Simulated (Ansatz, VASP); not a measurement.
# Nb: VASP beside Ansatz

```
CELL_PARAMETERS angstrom
-1.66395 1.66395 1.66395
1.66395 -1.66395 1.66395
1.66395 1.66395 -1.66395
ATOMIC_POSITIONS crystal
Nb 0.00000 0.00000 0.00000
```

Alike in both runs: task electric field gradients; functional LDA; k mesh 15 × 15 × 15; occupations fermi-dirac, width 0.03 eV; no spin polarisation.

|  | VASP | Ansatz |
| --- | --- | --- |
| version | VASP 6.6.1 | Ansatz 0.2.0 |
| potentials or method | VASP PAW LDA potentials, release 64 (Nb_sv) | PAW with Ansatz's default frozen-core files, scalar-relativistic |
| plane-wave cutoff (eV) | 520 | 420 |
| valence electrons in the cell | 13 | 13 |

```tsv
	VASP	Ansatz	Ansatz less VASP
pressure (GPa)	-12.2	-12.0	+0.11
```

LDA's correlation is that of Perdew and Zunger in VASP and of Perdew and Wang (1992) in Ansatz.
